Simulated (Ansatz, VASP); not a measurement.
**One calculation of Ta, two programs**

INCAR

```
SYSTEM = Ta
ALGO = Fast
EDIFF = 1E-7
ENCUT = 520
GGA = PS
ISIF = 2
ISMEAR = 0
LASPH = .True.
LCHARG = .False.
LREAL = .False.
LWAVE = .False.
NBANDS = 12
NELM = 100
PREC = Accurate
SIGMA = 0.15
```

KPOINTS

```
k-points
0
Gamma
  22 22 22
  0 0 0
```

File POSCAR:

```
Ta
1.0
   -1.5605177533      1.5605177533      1.8120732151
    1.5605177533     -1.5605177533      1.8120732151
    1.5605177533      1.5605177533     -1.8120732151
Ta
1
Direct
    0.0000000000      0.0000000000      0.0000000000
```

Input for Ansatz:

```yaml
crystal:
  lattice:
    - [-1.5605177533, 1.5605177533, 1.8120732151]
    - [1.5605177533, -1.5605177533, 1.8120732151]
    - [1.5605177533, 1.5605177533, -1.8120732151]
  atoms:
    - { symbol: Ta, position: [0.0, 0.0, 0.0] }
basis:
  ecutwfc: 420
kpoints:
  mp_grid: { grid: [22, 22, 22] }
hamiltonian:
  xc: pbesol
  pseudopotentials: { kind: paw, azcp: { folder: soft_1 } }
scf:
  occupations: { method: gaussian, width: 0.15 }
output:
  forces: true
  stress: true
  eigenvalues: true
```

Alike in both runs: task single point; functional PBEsol; k mesh 22 × 22 × 22; occupations gaussian, width 0.15 eV; no spin polarisation.

|  | VASP | Ansatz |
| --- | --- | --- |
| version | VASP 6.6.1 | Ansatz 0.2.0 |
| potentials or method | VASP PAW PBE potentials, release 64 (Ta_pv), cutoff 520 eV | scalar-relativistic, plane waves, PAW |
| valence electrons in the cell | 11 | 13 |

|  | VASP | Ansatz | Ansatz less VASP |
| --- | --- | --- | --- |
| gap on the k mesh at the Fermi level (eV) | none | none | - |
| pressure (GPa) | 2.5 | 2.2 | -0.36 |
| traceless stress, the component that is largest in VASP (GPa) | -10.04 | -10.03 | +0.011 |

VASP's potentials were made for PBE, not for PBEsol, and Ansatz warns of the same on its side. A gap of «none» marks a metal or a gap that the smearing closes. With one functional, cell and mesh, what is left measures potentials, basis and numerics. VASP's potentials hold 11 valence electrons a cell and Ansatz's 13, so a difference there can come from the potentials and not from the codes.

Neither program's run includes spin-orbit coupling.
